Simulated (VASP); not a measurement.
# Ga (Pm-3m) in VASP: a series of runs

The runs below take Ga through single point, with PBEsol.

All numbers are computed with VASP 6.6.1; they aren't measurements. Logs are shortened: lines on timing, memory, paths and dates and some standing lists are left out, and cuts for length are marked.

### 1 The cell of the first run

Symmetry: Pm-3m, No. 221, cubic system. The conventional cell has a = 2.095 Å, b = 2.095 Å, c = 2.095 Å, α = 90.00°, β = 90.00°, γ = 90.00°. Within 2.8 Å of Ga (site symmetry m-3m) lie 6 Ga at 2.09 Å.

This isn't the form of Ga at room conditions, which is orthorhombic.

### 2 Single point, PBEsol

File INCAR:

```
PREC     = Accurate       # precision mode
ENCUT    = 520            # plane-wave cutoff, eV
EDIFF    = 1E-6           # SCF threshold, eV
ISMEAR   = -1             # smearing method
SIGMA    = 0.05           # smearing width, eV
LREAL    = False          # projectors in reciprocal space
LASPH    = True           # aspherical terms in the spheres
NELM     = 60             # most SCF steps
ALGO     = Normal         # electronic algorithm
ISIF     = 2              # what is computed and relaxed
LWAVE    = False          # write WAVECAR
LCHARG   = True           # write CHGCAR
GGA      = PS             # functional
LELF     = True           # ELF
LVHAR    = True         
NBANDS   = 12             # bands
```

File KPOINTS:

```
regular mesh
0
Gamma
  18 18 18
```

File POSCAR:

```
Ga
1.0
    2.0949815187      0.0000000000      0.0000000000
    0.0000000000      2.0949815187      0.0000000000
    0.0000000000      0.0000000000      2.0949815187
Ga
1
Direct
    0.0000000000      0.0000000000      0.0000000000
```

Potentials or basis: VASP PAW PBE potentials, release 64 (Ga_d).

Command:

```console
cat potpaw_PBE.64/Ga_d/POTCAR > POTCAR
mpirun -np 1 vasp_std > vasp.out
```

OUTCAR:

```text
PREC = Accurate
   ENCUT = 520
   EDIFF = 1E-6
   ISMEAR = -1
   LREAL = False
   LASPH = True
   NELM = 60
   ISIF = 2
   GGA = PS

 ion  position               nearest neighbor table
   1  0.000  0.000  0.000-

  LATTYP: Found a simple cubic cell.
 ALAT       =     2.0949815187

  Lattice vectors:

 A1 = (   2.0949815187,   0.0000000000,   0.0000000000)
 A2 = (   0.0000000000,   2.0949815187,   0.0000000000)
 A3 = (   0.0000000000,   0.0000000000,   2.0949815187)

Analysis of symmetry for initial positions (statically):
=====================================================================
 Subroutine PRICEL returns:
 Original cell was already a primitive cell.

 Routine SETGRP: Setting up the symmetry group for a
 simple cubic supercell.

 Subroutine GETGRP returns: Found 48 space group operations
 (whereof 48 operations were pure point group operations)
 out of a pool of 48 trial point group operations.

The static configuration has the point symmetry O_h .

Analysis of symmetry for dynamics (positions and initial velocities):
=====================================================================
 Subroutine PRICEL returns:
 Original cell was already a primitive cell.

 Routine SETGRP: Setting up the symmetry group for a
 simple cubic supercell.

 Subroutine GETGRP returns: Found 48 space group operations
 (whereof 48 operations were pure point group operations)
 out of a pool of 48 trial point group operations.

The dynamic configuration has the point symmetry O_h .

 Subroutine INISYM returns: Found 48 space group operations
 (whereof 48 operations are pure point group operations),
 and found     1 'primitive' translations

----------------------------------------------------------------------------------------

                                     Primitive cell

  volume of cell :       9.1948

  direct lattice vectors                    reciprocal lattice vectors
     2.094981519  0.000000000  0.000000000     0.477331180  0.000000000  0.000000000
     0.000000000  2.094981519  0.000000000     0.000000000  0.477331180  0.000000000
     0.000000000  0.000000000  2.094981519     0.000000000  0.000000000  0.477331180

  length of vectors
     2.094981519  2.094981519  2.094981519     0.477331180  0.477331180  0.477331180

  position of ions in fractional coordinates (direct lattice)
     0.000000000  0.000000000  0.000000000

  ion indices of the primitive-cell ions
   primitive index   ion index
                 1           1

----------------------------------------------------------------------------------------

 KPOINTS: regular mesh

Automatic generation of k-mesh.
 Grid dimensions read from file:
 generate k-points for:   18   18   18

 Generating k-lattice:

  Cartesian coordinates                     Fractional coordinates (reciprocal lattice)
     0.026518399  0.000000000  0.000000000     0.055555556  0.000000000  0.000000000
     0.000000000  0.026518399  0.000000000     0.000000000  0.055555556  0.000000000
     0.000000000  0.000000000  0.026518399     0.000000000  0.000000000  0.055555556

  Length of vectors
     0.026518399  0.026518399  0.026518399

  Shift w.r.t. Gamma in fractional coordinates (k-lattice)
     0.000000000  0.000000000  0.000000000

 Subroutine IBZKPT returns following result:
 ===========================================

 Found    220 irreducible k-points:

 Following reciprocal coordinates:
            Coordinates               Weight
  0.000000  0.000000  0.000000      1.000000
  0.055556  0.000000  0.000000      6.000000
  0.111111  0.000000  0.000000      6.000000
  0.166667  0.000000  0.000000      6.000000
  0.222222  0.000000  0.000000      6.000000
  0.277778  0.000000  0.000000      6.000000
[... 16 lines left out ...]
  0.277778  0.111111  0.000000     24.000000
  0.333333  0.111111  0.000000     24.000000
 [... further k-points ...]
   k-points           NKPTS =    220   k-points in BZ     NKDIM =    220   number of bands    NBANDS=     12
   number of dos      NEDOS =    301   number of ions     NIONS =      1
   total plane-waves  NPLWV =   4096
   dimension x,y,z NGX =    16 NGY =   16 NGZ =   16
   dimension x,y,z NGXF=    32 NGYF=   32 NGZF=   32
   ions per type =               1
   NGX,Y,Z   is equivalent  to a cutoff of  12.70, 12.70, 12.70 a.u.
   NGXF,Y,Z  is equivalent  to a cutoff of  25.39, 25.39, 25.39 a.u.
 SYSTEM =  unknown system
   PREC   = accura    normal or accurate (medium, high low for compatibility)
   ISTART =      0    job   : 0-new  1-cont  2-samecut
   ICHARG =      2    charge: 1-file 2-atom 10-const
   ISPIN  =      1    spin polarized calculation?
   LNONCOLLINEAR =      F non collinear calculations
   LSORBIT =      F    spin-orbit coupling
   LASPH  =      T    aspherical Exc in radial PAW
   ENCUT  =  520.0 eV  38.22 Ry    6.18 a.u.   3.90  3.90  3.90*2*pi/ulx,y,z
   NELM   =     60;   NELMIN=  2; NELMDL= -5     # of ELM steps
   EDIFF  = 0.1E-05   stopping-criterion for ELM
   LREAL  =      F    real-space projection
   EDIFFG = 0.1E-04   stopping-criterion for IOM
   NSW    =      0    number of steps for IOM
   IBRION =     -1    ionic relax: 0-MD 1-quasi-New 2-CG
   NFREE  =      0    steps in history (QN), initial steepest desc. (CG)
   ISIF   =      2    stress and relaxation
   ISYM   =      2    0-nonsym 1-usesym 2-fastsym
   POTIM  = 0.5000    time-step for ionic-motion
   TEBEG  =    0.0;   TEEND  =   0.0 temperature during run
   PSTRESS=    0.0 pullay stress
   NELECT =      13.0000    total number of electrons
   NUPDOWN=      -1.0000    fix difference up-down
   EMIN   =  10.00;   EMAX   =-10.00  energy-range for DOS
   EFERMI =   0.00;   METHOD = LEGACY
   ISMEAR =    -1;   SIGMA  =   0.05  broadening in eV -4-tet -1-fermi 0-gaus
   EFERMI_NEDOS =   21; number of points for ismear=-14 and -15
   IALGO  =     38    algorithm
   IMIX   =      4    mixing-type and parameters
     AMIX     =   0.40;   BMIX     =  1.00
     AMIX_MAG =   1.60;   BMIX_MAG =  1.00
  volume/ion in A,a.u.               =       9.19        62.05
  Fermi-wavevector in a.u.,A,eV,Ry     =   1.837423  3.472225 45.934933  3.376122
  Thomas-Fermi vector in A             =   2.890403
   LORBIT       =      0    0 simple, 1 ext, 2 COOP (PROOUT), +10 PAW based schemes
   GGA     = PS    functional components
   LHFCALC =     F    Hartree Fock is set to
   AEXX    =    0.0000 exact exchange contribution
   IVDW    =     0    specifies the selected vdW correction
   LEPSILON=     F    determine dielectric tensor
   LRPA    =     F    only Hartree local field effects (RPA)
 non-spin polarized calculation
  energy-cutoff  :      520.00
  volume of cell :        9.19
 maximum number of plane-waves:       280
 NGX is ok and might be reduce to    16
   NGX =  7   NGY =  7   NGZ =  7

 number of electron      12.9999990 magnetization

 Free energy of the ion-electron system (eV)
  ---------------------------------------------------
  ext. energy  EPLUGINS =         0.00000000
  ---------------------------------------------------
  free energy    TOTEN  =         0.25381640 eV

  energy without entropy =        0.25600264  energy(sigma->0) =        0.25490952

 E-fermi :  14.5073     XC(G=0): -15.2952

 val. band max:       14.4659699177   @ k =   0.4444   0.3333   0.2778
 cond. band min:      14.5447996969   @ k =   0.4444   0.4444   0.3333
 fundamental gap:      0.0788297792
 Fermi energy:        14.5073134999

 k-point     1 :       0.0000    0.0000    0.0000
  band No.  band energies     occupation
      1      -3.7628      2.00000
      2      -3.7628      2.00000
      3      -3.7014      2.00000
      4      -1.0636      2.00000
      5      -1.0636      2.00000
      6      -1.0636      2.00000
      7      29.7458      0.00000
      8      29.7458      0.00000
      9      29.7458      0.00000
     10      33.5008      0.00000
     11      33.5008      0.00000
     12      40.3472      0.00000

 k-point     2 :       0.0556    0.0000    0.0000
  band No.  band energies     occupation
      1      -3.7543      2.00000
      2      -3.7304      2.00000
      3      -3.5795      2.00000
      4      -1.0887      2.00000
      5      -1.0887      2.00000
      6      -1.0615      2.00000
      7      27.8545      0.00000
      8      29.8844      0.00000
      9      29.8844      0.00000
     10      33.5578      0.00000
     11      35.0536      0.00000
     12      40.9043      0.00000

 k-point     3 :       0.1111    0.0000    0.0000
  band No.  band energies     occupation
      1      -3.7296      2.00000
      2      -3.6546      2.00000
      3      -3.1964      2.00000
      4      -1.1605      2.00000
      5      -1.1605      2.00000
      6      -1.0555      2.00000
      7      24.8339      0.00000
      8      30.2966      0.00000
      9      30.2966      0.00000
     10      33.7293      0.00000
     11      36.7494      0.00000
     12      42.8778      0.00000
[... 286 lines left out ...]
 k-point    23 :       0.2778    0.1111    0.0000
  band No.  band energies     occupation
      1      -3.4907      2.00000
      2      -3.0381      2.00000
      3      -1.8697      2.00000
      4      -1.5258      2.00000
      5      -1.1138      2.00000
      6      -0.0077      2.00000
      7      16.3552      0.00000
      8      27.7632      0.00000
      9      33.5920      0.00000
     10      36.7745      0.00000
     11      40.9455      0.00000
     12      44.7549      0.00000

 k-point    24 :       0.3333    0.1111    0.0000
  band No.  band energies     occupation
      1      -3.4386      2.00000
      2      -2.8903      2.00000
      3      -1.9560      2.00000
      4      -1.6514      2.00000
      5      -1.1012      2.00000
      6       1.2781      2.00000
      7      13.7051      2.00000
      8      28.9085      0.00000
      9      34.9394      0.00000
     10      37.3260      0.00000
     11      39.1613      0.00000
     12      44.8115      0.00000

 [... further k-points ...]

------------------------ aborting loop because EDIFF is reached ----------------------------------------

  FORCE on cell =-STRESS in cart. coord.  units (eV):
  Direction    XX          YY          ZZ          XY          YZ          ZX
  --------------------------------------------------------------------------------------
  -------------------------------------------------------------------------------------
  Total       13.3256282     13.3256282     13.3256282     -0.0000000     -0.0000000      0.0000000
  in kB     2321.9757825   2321.9757825   2321.9757825     -0.0000000     -0.0000000      0.0000000
  external PRESSURE =    2321.9757825 kB  Pullay stress =       0.0000000 kB

 VOLUME and BASIS-vectors are now :
 -----------------------------------------------------------------------------
  energy-cutoff  :      520.00
  volume of cell :        9.19
      direct lattice vectors                 reciprocal lattice vectors
     2.094981519  0.000000000  0.000000000     0.477331180  0.000000000  0.000000000
     0.000000000  2.094981519  0.000000000     0.000000000  0.477331180  0.000000000
     0.000000000  0.000000000  2.094981519     0.000000000  0.000000000  0.477331180

 POSITION                                       TOTAL-FORCE (eV/Angst)
 -----------------------------------------------------------------------------------
      0.00000      0.00000      0.00000         0.000000      0.000000      0.000000
 -----------------------------------------------------------------------------------
    total drift:                               -0.000000     -0.000000      0.000000

  FREE ENERGIE OF THE ION-ELECTRON SYSTEM (eV)
  ---------------------------------------------------
  free  energy   TOTEN  =         0.2538164014 eV

  energy  without entropy=        0.2560026414  energy(sigma->0) =        0.25490952
```

Run time: 11 s. Hardware: 1 thread of Intel Xeon 8259CL, shared host; peak memory 0.14 GiB.

Results:

| Quantity | Value |
| --- | --- |
| Free energy | 0.2538 eV |
| Pressure | 232.2 GPa |
| Band gap on the k mesh | zero (an odd number of electrons rules out a gap without spin polarisation) |

Levels at points of the mesh, in eV from the Fermi level:
| k point | band 3 | band 4 | band 5 | band 6 | band 7 | band 8 | band 9 | band 10 | band 11 | band 12 |
| --- | --- | --- | --- | --- | --- | --- | --- | --- | --- | --- |
| (0.00, 0.00, 0.00) | -18.21 | -15.57 | -15.57 | -15.57 | 15.24 | 15.24 | 15.24 | 18.99 | 18.99 | 25.84 |
| (0.50, 0.00, 0.00) | -16.36 | -16.36 | -15.50 | -9.43 | -7.18 | 22.55 | 23.60 | 23.60 | 24.62 | 27.56 |
| (0.50, 0.50, 0.00) | -16.22 | -16.22 | -14.96 | -2.28 | -2.28 | 3.18 | 4.21 | 29.90 | 29.90 | 32.71 |
| (0.50, 0.50, 0.50) | -17.67 | -14.92 | -14.92 | 5.10 | 5.10 | 5.10 | 10.25 | 11.34 | 11.34 | 11.34 |

Caveat: the cell stands under pressure; the PAW data sets were made with another functional, which shifts forces and pressure a little.

### 3 Single point, PBEsol

File INCAR:

```
  PREC = Accurate
  ENCUT = 520
  EDIFF = 1E-6
  ISMEAR = -1
  SIGMA = 0.05
  LREAL = False
  LASPH = True
  NELM = 80
  ALGO = Normal
  ISIF = 2
  LWAVE = False
  LCHARG = False
  GGA = PS
  NBANDS = 12
```

File KPOINTS:

```
Automatic mesh
0
Gamma
  18 18 18
```

File POSCAR:

```
Ga
1.0
    2.0951833815      0.0000000000      0.0000000000
    0.0000000000      2.0951833815      0.0000000000
    0.0000000000      0.0000000000      2.0951833815
Ga
1
Direct
    0.0000000000      0.0000000000      0.0000000000
```

Potentials or basis: VASP PAW PBE potentials, release 64 (Ga_d).

Command:

```console
cat potpaw_PBE.64/Ga_d/POTCAR > POTCAR
mpirun -np 1 vasp_std > vasp.out
```

It took 13 s on 1 thread of Intel Xeon 8259CL, shared host; peak memory 0.14 GiB.

Results (log left out):

```
Free energy            : 0.2500 eV
Pressure               : 231.9 GPa
Band gap on the k mesh : zero (an odd number of electrons rules out a gap without spin polarisation)
```

Levels at points of the mesh, in eV from the Fermi level:
| k point | band 4 | band 5 | band 6 | band 7 | band 8 | band 9 | band 10 | band 11 |
| --- | --- | --- | --- | --- | --- | --- | --- | --- |
| (0.00, 0.00, 0.00) | -15.57 | -15.57 | -15.57 | 15.24 | 15.24 | 15.24 | 18.99 | 18.99 |
| (0.50, 0.00, 0.00) | -16.36 | -15.50 | -9.43 | -7.18 | 22.54 | 23.59 | 23.59 | 24.61 |
| (0.50, 0.50, 0.00) | -16.22 | -14.96 | -2.28 | -2.28 | 3.18 | 4.21 | 29.90 | 29.90 |
| (0.50, 0.50, 0.50) | -14.92 | -14.92 | 5.10 | 5.10 | 5.10 | 10.25 | 11.34 | 11.34 |

Caveat: the cell stands under pressure; the PAW data sets were made with another functional, which shifts forces and pressure a little.
